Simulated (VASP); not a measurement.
**Sb: single point with LDA**

Sb:

```xyz
2
Lattice="3.2861 0.0000 0.0000 -1.6430 2.8458 0.0000 0.0000 0.0000 5.3585" Properties=species:S:1:pos:R:3 pbc="T T T"
Sb    1.6430    0.9486    4.0189
Sb    0.0000    1.8972    1.3396
```

* Program: VASP 6.6.1
* Task: single point
* Functional: LDA
* Potentials or basis: VASP PAW LDA potentials, release 64 (Sb)
* Cutoff: 520 eV
* k mesh: 9 × 9 × 5
* Occupations: fermi-dirac, width 0.05 eV
* Spin: no spin polarisation
* Dipole correction: no
* Further INCAR settings: ALGO = Normal; EDIFF = 1e-06; NBANDS = 12

```json
{
  "Pressure": "1.5 GPa",
  "Band gap on the k mesh": "zero (band 5 reaches 13.82 eV, above the bottom of band 6 at 6.42 eV)"
}
```

Levels at points of the mesh, in eV from the Fermi level:
```tsv
k point	band 3	band 4	band 5	band 6	band 7	band 8
(0.00, 0.00, 0.00)	-6.17	3.93	3.93	5.69	5.69	5.98
```

Run time: 22 s on 1 thread of AMD EPYC 7R13, with other jobs on the host, peak memory 0.12 GiB.

Caveat: spin-orbit coupling is left out, which moves the levels of the heavy elements.
